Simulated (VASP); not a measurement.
Wanted: the native input for a VASP 6.6.1 run.

- Task: single point
- Functional: PBEsol
- Potentials or basis: VASP PAW PBE potentials, release 64 (Nb_sv)
- Cutoff: 520 eV
- k mesh: 6 × 6 × 6
- Occupations: gaussian, width 0.1 eV
- Spin: no spin polarisation
- Dipole correction: no
- Further INCAR settings: ALGO = Normal; EDIFF = 1e-06; NBANDS = 26

The structure of Nb lies in POSCAR:

```
Nb
1.0
    1.4059607753      0.8117318321      7.8263273565
   -1.4059607753      0.8117318321      7.8263273565
    0.0000000000     -1.6234636642      7.8263273565
Nb
3
Direct
    0.0000000000      0.0000000000      0.0000000000
    0.2223328358      0.2223328358      0.2223328358
    0.7776671642      0.7776671642      0.7776671642
```

One way to write it, as run:

INCAR

```
PREC = Accurate ; ENCUT = 520
EDIFF = 1E-6 ; ISMEAR = 0
SIGMA = 0.1 ; LREAL = False
LASPH = True ; NELM = 100
ALGO = Normal ; ISIF = 2
LWAVE = False ; LCHARG = False
GGA = PS ; NBANDS = 26
```

KPOINTS

```
regular mesh
0
Gamma
  6 6 6
```

Potentials or basis: VASP PAW PBE potentials, release 64 (Nb_sv).

Launch:

```sh
$ cat potpaw_PBE.64/Nb_sv/POTCAR > POTCAR
$ mpirun -np 1 vasp_std > vasp.out
```

It gave:

- Pressure: 0.0 GPa
- Largest force: 0.009 eV/Å

Caveat: the k points lie up to 0.43 Å⁻¹ apart; the PAW data sets were made with another functional, which shifts forces and pressure a little.

It took 3.4 min on 1 thread of Intel(R) Xeon(R) Platinum 8124M CPU @ 3.00GHz (Skylake/Cascade Lake), with other jobs on the host, peak memory 0.46 GiB.
